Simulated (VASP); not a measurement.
# BaTiO3 (P4mm) in VASP: settings compared

Aim: see how the results for BaTiO3 move with the level of theory and the settings. Levels: BLYP+D4, B3LYP5, PBE. Tasks: single point.

All numbers are computed with VASP 6.6.1; they aren't measurements. Logs are shortened: lines on timing, memory, paths and dates and some standing lists are left out, and cuts for length are marked.

## (1) The cell of the first run

It takes space group P4mm (No. 99, tetragonal). The conventional cell has a = 4.052 Å, b = 4.052 Å, c = 4.071 Å, α = 90.00°, β = 90.00°, γ = 90.00°. Ba (site symmetry 4mm) has 12 O at 2.82 to 2.92 Å and 8 Ti at 3.49 to 3.54 Å within 3.7 Å. Within 2.5 Å of Ti (site symmetry 4mm) lie 6 O at 1.92 to 2.15 Å. Within 2.7 Å of O (site symmetry 2mm) lie 2 Ti at 2.03 Å. O (site symmetry 4mm) has 2 Ti at 1.92 to 2.15 Å within 2.5 Å.

## (2) Single point, BLYP+D4

INCAR reads:

```
SYSTEM = BaTiO3
PREC = Accurate ; ENCUT = 520
EDIFF = 1E-6 ; ISMEAR = -1
SIGMA = 0.05 ; LREAL = .False.
LASPH = .True. ; NELM = 80
ALGO = Normal ; ISIF = 2
LWAVE = .False. ; LCHARG = .True.
GGA = B5 ; ALDAX = 1.0
AGGAX = 1.0 ; AGGAC = 1.0
ALDAC = 0.0 ; IVDW = 13
VDW_S6 = 1.0 ; VDW_S8 = 2.34076671
VDW_A1 = 0.44488865 ; VDW_A2 = 4.0933009
LELF = .True. ; LVHAR = .True.
NBANDS = 28
```

KPOINTS reads:

```
Automatic mesh
0
Gamma
  7 7 7
  0 0 0
```

POSCAR reads:

```
BaTiO3
1.0
    4.0524349834      0.0000000000      0.0000000000
    0.0000000000      4.0524349834      0.0000000000
    0.0000000000      0.0000000000      4.0708744845
Ba Ti O
1 1 3
Direct
    0.0000000000      0.0000000000      0.0000000000
    0.5000000000      0.5000000000      0.4900000000
    0.0000000000      0.5000000000      0.5170000000
    0.5000000000      0.0000000000      0.5170000000
    0.5000000000      0.5000000000      0.0190000000
```

Potentials or basis: VASP PAW PBE potentials, release 64 (Ba_sv, Ti_sv, O).

Launch:

```
cat potpaw_PBE.64/Ba_sv/POTCAR potpaw_PBE.64/Ti_sv/POTCAR potpaw_PBE.64/O/POTCAR > POTCAR
mpirun -np 1 vasp_std > vasp.out
```

OUTCAR:

```text
SYSTEM = BaTiO3
   PREC = Accurate
   ENCUT = 520
   EDIFF = 1E-6
   ISMEAR = -1
   LREAL = .False.
   LASPH = .True.
   NELM = 80
   ISIF = 2
   GGA = B5
   IVDW = 13

 ion  position               nearest neighbor table
   1  0.000  0.000  0.000-   3 2.82   4 2.82   3 2.82   4 2.82   5 2.87   5 2.87   5 2.87   5 2.87
                             4 2.92   3 2.92   4 2.92   3 2.92   2 3.49   2 3.49   2 3.49   2 3.49
   2  0.500  0.500  0.490-   5 1.92   4 2.03   3 2.03   4 2.03   3 2.03   5 2.15   1 3.49   1 3.49
                             1 3.49   1 3.49   1 3.54   1 3.54   1 3.54   1 3.54
   3  0.000  0.500  0.517-   2 2.03   2 2.03   1 2.82   1 2.82   1 2.92   1 2.92
   4  0.500  0.000  0.517-   2 2.03   2 2.03   1 2.82   1 2.82   1 2.92   1 2.92
   5  0.500  0.500  0.019-   2 1.92   2 2.15   1 2.87   1 2.87   1 2.87   1 2.87

  LATTYP: Found a simple tetragonal cell.
 ALAT       =     4.0524349834
 C/A-ratio  =     1.0045502275

  Lattice vectors:

 A1 = (   4.0524349834,   0.0000000000,   0.0000000000)
 A2 = (   0.0000000000,   4.0524349834,   0.0000000000)
 A3 = (   0.0000000000,   0.0000000000,   4.0708744845)

Analysis of symmetry for initial positions (statically):
=====================================================================
 Subroutine PRICEL returns:
 Original cell was already a primitive cell.

 Routine SETGRP: Setting up the symmetry group for a
 simple tetragonal supercell.

 Subroutine GETGRP returns: Found  8 space group operations
 (whereof  8 operations were pure point group operations)
 out of a pool of 16 trial point group operations.

The static configuration has the point symmetry C_4v.

Analysis of symmetry for dynamics (positions and initial velocities):
=====================================================================
 Subroutine PRICEL returns:
 Original cell was already a primitive cell.

 Routine SETGRP: Setting up the symmetry group for a
 simple tetragonal supercell.

 Subroutine GETGRP returns: Found  8 space group operations
 (whereof  8 operations were pure point group operations)
 out of a pool of 16 trial point group operations.

The dynamic configuration has the point symmetry C_4v.

 Subroutine INISYM returns: Found  8 space group operations
 (whereof  8 operations are pure point group operations),
 and found     1 'primitive' translations

----------------------------------------------------------------------------------------

                                     Primitive cell

[... 97 lines left out ...]
   LREAL  =      F    real-space projection
   EDIFFG = 0.1E-04   stopping-criterion for IOM
   NSW    =      0    number of steps for IOM
   IBRION =     -1    ionic relax: 0-MD 1-quasi-New 2-CG
   NFREE  =      0    steps in history (QN), initial steepest desc. (CG)
   ISIF   =      2    stress and relaxation
   ISYM   =      2    0-nonsym 1-usesym 2-fastsym
   POTIM  = 0.5000    time-step for ionic-motion
   TEBEG  =    0.0;   TEEND  =   0.0 temperature during run
   PSTRESS=    0.0 pullay stress
   NELECT =      40.0000    total number of electrons
   NUPDOWN=      -1.0000    fix difference up-down
   EMIN   =  10.00;   EMAX   =-10.00  energy-range for DOS
   EFERMI =   0.00;   METHOD = LEGACY
   ISMEAR =    -1;   SIGMA  =   0.05  broadening in eV -4-tet -1-fermi 0-gaus
   EFERMI_NEDOS =   21; number of points for ismear=-14 and -15
   IALGO  =     38    algorithm
   IMIX   =      4    mixing-type and parameters
     AMIX     =   0.40;   BMIX     =  1.00
     AMIX_MAG =   1.60;   BMIX_MAG =  1.00
  volume/ion in A,a.u.               =      13.37        90.23
  Fermi-wavevector in a.u.,A,eV,Ry     =   1.379500  2.606876 25.892144  1.903019
  Thomas-Fermi vector in A             =   2.504463
   LORBIT       =      0    0 simple, 1 ext, 2 COOP (PROOUT), +10 PAW based schemes
   GGA     = B5    functional components
   LHFCALC =     F    Hartree Fock is set to
   AEXX    =    0.0000 exact exchange contribution
   IVDW    =    13    specifies the selected vdW correction
   LEPSILON=     F    determine dielectric tensor
   LRPA    =     F    only Hartree local field effects (RPA)
 non-spin polarized calculation
  energy-cutoff  :      520.00
  volume of cell :       66.85
 maximum number of plane-waves:      1823
 NGX is ok and might be reduce to    30
   NGX = 15   NGY = 15   NGZ = 15

 number of electron      39.9999981 magnetization

 Free energy of the ion-electron system (eV)
  ---------------------------------------------------
  ext. energy  EPLUGINS =         0.00000000
  ---------------------------------------------------
  free energy    TOTEN  =       -38.16621536 eV

  energy without entropy =      -38.16621536  energy(sigma->0) =      -38.16621536

 E-fermi :   4.7505     XC(G=0): -10.5246

 val. band max:        3.7981319896   @ k =   0.4286   0.4286   0.4286
 cond. band min:       5.5982295663   @ k =   0.0000   0.0000   0.0000
 fundamental gap:      1.8000975767
 Fermi energy:         4.7505113857

 k-point     1 :       0.0000    0.0000    0.0000
  band No.  band energies     occupation
      1     -52.6911      2.00000
      2     -29.0538      2.00000
      3     -29.0291      2.00000
      4     -29.0291      2.00000
      5     -21.0386      2.00000
      6     -12.8217      2.00000
[... 733 lines left out ...]
     27      12.1374      0.00000
     28      12.6051      0.00000

 [... further k-points ...]

------------------------ aborting loop because EDIFF is reached ----------------------------------------

  DFT-D4 for vdW energy calculation

  Edisp (eV):   -1.90931

  FORCE on cell =-STRESS in cart. coord.  units (eV):
  Direction    XX          YY          ZZ          XY          YZ          ZX
  --------------------------------------------------------------------------------------
  -------------------------------------------------------------------------------------
  Total      -0.92474    -0.92474    -0.55604     0.00000    -0.00000     0.00000
  in kB     -22.16200   -22.16200   -13.32603     0.00000    -0.00000     0.00000
  external pressure =      -19.22 kB  Pullay stress =        0.00 kB

 VOLUME and BASIS-vectors are now :
 -----------------------------------------------------------------------------
  energy-cutoff  :      520.00
  volume of cell :       66.85
      direct lattice vectors                 reciprocal lattice vectors
     4.052434983  0.000000000  0.000000000     0.246765217  0.000000000  0.000000000
     0.000000000  4.052434983  0.000000000     0.000000000  0.246765217  0.000000000
     0.000000000  0.000000000  4.070874485     0.000000000  0.000000000  0.245647466

 POSITION                                       TOTAL-FORCE (eV/Angst)
 -----------------------------------------------------------------------------------
      0.00000      0.00000      0.00000         0.000000      0.000000      0.029325
      2.02622      2.02622      1.99473         0.000000      0.000000     -0.240465
      0.00000      2.02622      2.10464        -0.000000      0.000000     -0.127283
      2.02622      0.00000      2.10464         0.000000      0.000000     -0.127283
      2.02622      2.02622      0.07735         0.000000     -0.000000      0.465706
 -----------------------------------------------------------------------------------
    total drift:                                0.000000      0.000000      0.000129

  FREE ENERGIE OF THE ION-ELECTRON SYSTEM (eV)
  ---------------------------------------------------
  free  energy   TOTEN  =       -40.0755269831 eV

  energy  without entropy=      -40.0755269816  energy(sigma->0) =      -40.07552698
```

OSZICAR:

```text
N       E                     dE             d eps       ncg     rms          rms(c)
DAV:   1     0.433770895726E+03    0.43377E+03   -0.20961E+04  2240   0.154E+03
DAV:   2    -0.380692561617E+01   -0.43758E+03   -0.41774E+03  2540   0.423E+02
DAV:   3    -0.481446757543E+02   -0.44338E+02   -0.43968E+02  3072   0.134E+02
DAV:   4    -0.503236691188E+02   -0.21790E+01   -0.21746E+01  3432   0.251E+01
DAV:   5    -0.503869446094E+02   -0.63275E-01   -0.63267E-01  2952   0.315E+00    0.231E+01
DAV:   6    -0.386073431072E+02    0.11780E+02   -0.65250E+01  3220   0.677E+01    0.109E+01
DAV:   7    -0.384827810308E+02    0.12456E+00   -0.13876E+01  2960   0.280E+01    0.686E+00
DAV:   8    -0.382491265333E+02    0.23365E+00   -0.60151E-01  2696   0.634E+00    0.434E+00
DAV:   9    -0.382376883554E+02    0.11438E-01   -0.87709E-01  3072   0.851E+00    0.245E+00
DAV:  10    -0.381716187141E+02    0.66070E-01   -0.26805E-01  2876   0.457E+00    0.600E-01
DAV:  11    -0.381669088478E+02    0.47099E-02   -0.16187E-02  2928   0.116E+00    0.279E-01
DAV:  12    -0.381662331309E+02    0.67572E-03   -0.32336E-03  2980   0.358E-01    0.634E-02
DAV:  13    -0.381663300473E+02   -0.96916E-04   -0.24983E-04  3372   0.108E-01    0.826E-02
DAV:  14    -0.381662160525E+02    0.11399E-03   -0.27439E-04  2912   0.155E-01    0.164E-02
DAV:  15    -0.381662154954E+02    0.55708E-06   -0.23196E-05  2996   0.287E-02    0.622E-03
DAV:  16    -0.381662153594E+02    0.13603E-06   -0.79405E-07  1572   0.657E-03
   1 F= -.40075527E+02 E0= -.40075527E+02  d E =-.154870E-08
```

Run time: 51 s. Hardware: 1 thread of Intel Xeon 6975P-C (Granite Rapids), shared host; peak memory 0.21 GiB.

What came out:

- Free energy: -40.0755 eV
- Pressure: -1.9 GPa
- Largest force: 0.466 eV/Å
- Band gap on the k mesh: 1.80 eV, indirect (least direct gap 2.02 eV)
- Dispersion energy per atom: -0.382 eV

Forces in eV/Å, atoms in the order of the input:
```
Ba   0.000  0.000  0.029
Ti   0.000  0.000 -0.240
O    0.000  0.000 -0.127
O    0.000  0.000 -0.127
O    0.000  0.000  0.466
```

Stress tensor (GPa, compression positive):
```
-2.22  0.00  0.00
 0.00 -2.22  0.00
 0.00  0.00 -1.33
```

Caveat: the PAW data sets were made with another functional, which shifts forces and pressure a little; spin-orbit coupling is left out, which moves the levels of the heavy elements. Expect the measured gap to be larger: semilocal functionals such as BLYP lack the derivative discontinuity.

(Part 1 of 3 ends here.)
